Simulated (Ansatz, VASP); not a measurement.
## Two plane-wave programs on Si4Ru

INCAR

```
PREC = Accurate
ENCUT = 520
EDIFF = 1E-6
ISMEAR = 0
SIGMA = 0.1
LREAL = False
LASPH = True
NELM = 80
ALGO = Normal
ISIF = 2
LWAVE = False
LCHARG = False
GGA = PE
NBANDS = 23
```

KPOINTS

```
Automatic mesh
0
Gamma
  4 4 4
```

File POSCAR:

```
Si4Ru
1.0
    0.0000000000      3.4912588900      3.4912588900
    3.4912588900      0.0000000000      3.4912588900
    3.4912588900      3.4912588900      0.0000000000
Si Ru
4 1
Direct
    0.1133289700      0.1133289700      0.1133289700
    0.1133289700      0.1133289700      0.6600130800
    0.1133289700      0.6600130800      0.1133289700
    0.6600130800      0.1133289700      0.1133289700
    0.5000000000      0.5000000000      0.5000000000
```

Input for Ansatz:

```yaml
crystal:
  lattice:
    - [0.0, 3.49125889, 3.49125889]
    - [3.49125889, 0.0, 3.49125889]
    - [3.49125889, 3.49125889, 0.0]
  atoms:
    - { symbol: Si, position: [0.11332897, 0.11332897, 0.11332897] }
    - { symbol: Si, position: [0.11332897, 0.11332897, 0.66001308] }
    - { symbol: Si, position: [0.11332897, 0.66001308, 0.11332897] }
    - { symbol: Si, position: [0.66001308, 0.11332897, 0.11332897] }
    - { symbol: Ru, position: [0.5, 0.5, 0.5] }
basis:
  ecutwfc: 420
kpoints:
  mp_grid: { grid: [4, 4, 4] }
hamiltonian:
  xc: pbe
scf:
  occupations: { method: gaussian, width: 0.1 }
  lower_state_search: "off"
output:
  forces: true
  stress: true
  eigenvalues: true
```

Alike in both runs: task single point; functional PBE; k mesh 4 × 4 × 4; occupations gaussian, width 0.1 eV; no spin polarisation.

|  | VASP | Ansatz |
| --- | --- | --- |
| version | VASP 6.6.1 | Ansatz 0.2.0 |
| potentials or method | VASP PAW PBE potentials, release 64 (Si, Ru_pv), cutoff 520 eV | scalar-relativistic, plane waves, PAW |
| valence electrons in the cell | 30 | 32 |

|  | VASP | Ansatz | Ansatz less VASP |
| --- | --- | --- | --- |
| gap on the k mesh at the Fermi level (eV) | none | none | - |
| pressure (GPa) | -1.3 | -1.2 | +0.10 |
| rms of the force components (eV/Å) | 2.400 | 2.411 | +0.0110 |

Atom by atom the forces differ by 0.011 eV/Å (rms over components). A gap of «none» marks a metal or a gap that the smearing closes. VASP's potentials hold 30 valence electrons a cell and Ansatz's 32, so a difference there can come from the potentials and not from the codes.

The k mesh is coarse, so the values compare programs but aren't converged.
